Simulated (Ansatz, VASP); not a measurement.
**Two plane-wave programs on Cr**

The input INCAR:

```
PREC = Accurate
ENCUT = 520
EDIFF = 1E-7
ISMEAR = 0
SIGMA = 0.15
LREAL = F
LASPH = T
NELM = 100
ALGO = Fast
ISIF = 2
LWAVE = F
LCHARG = F
GGA = PE
NBANDS = 12
```

File KPOINTS:

```
Automatic mesh
0
Gamma
  26 26 26
```

The input POSCAR:

```
Cr
1.0
   -1.3212015786      1.3212015786      1.7175620522
    1.3212015786     -1.3212015786      1.7175620522
    1.3212015786      1.3212015786     -1.7175620522
Cr
1
Direct
    0.0000000000      0.0000000000      0.0000000000
```

Input for Ansatz:

```yaml
crystal:
  lattice:
    - [-1.3212015786, 1.3212015786, 1.7175620522]
    - [1.3212015786, -1.3212015786, 1.7175620522]
    - [1.3212015786, 1.3212015786, -1.7175620522]
  atoms:
    - { symbol: Cr, position: [0.0, 0.0, 0.0] }
basis:
  ecutwfc: 420
kpoints:
  mp_grid: { grid: [26, 26, 26] }
hamiltonian:
  xc: pbe
scf:
  occupations: { method: gaussian, width: 0.15 }
output:
  forces: true
  stress: true
  eigenvalues: true
```

Alike in both runs: task single point; functional PBE; k mesh 26 × 26 × 26; occupations gaussian, width 0.15 eV; no spin polarisation.

```csv
,VASP,Ansatz
version,VASP 6.6.1,Ansatz 0.2.0
potentials or method,"VASP PAW PBE potentials, release 64 (Cr_pv), cutoff 520 eV","scalar-relativistic, plane waves, PAW"
valence electrons in the cell,12,14
```

|  | VASP | Ansatz | Ansatz less VASP |
| --- | --- | --- | --- |
| gap on the k mesh at the Fermi level (eV) | none | none | - |
| pressure (GPa) | -3.2 | -2.8 | +0.42 |
| traceless stress, the component that is largest in VASP (GPa) | -15.37 | -15.51 | -0.137 |

A gap of «none» marks a metal or a gap that the smearing closes. VASP's potentials hold 12 valence electrons a cell and Ansatz's 14, so a difference there can come from the potentials and not from the codes.
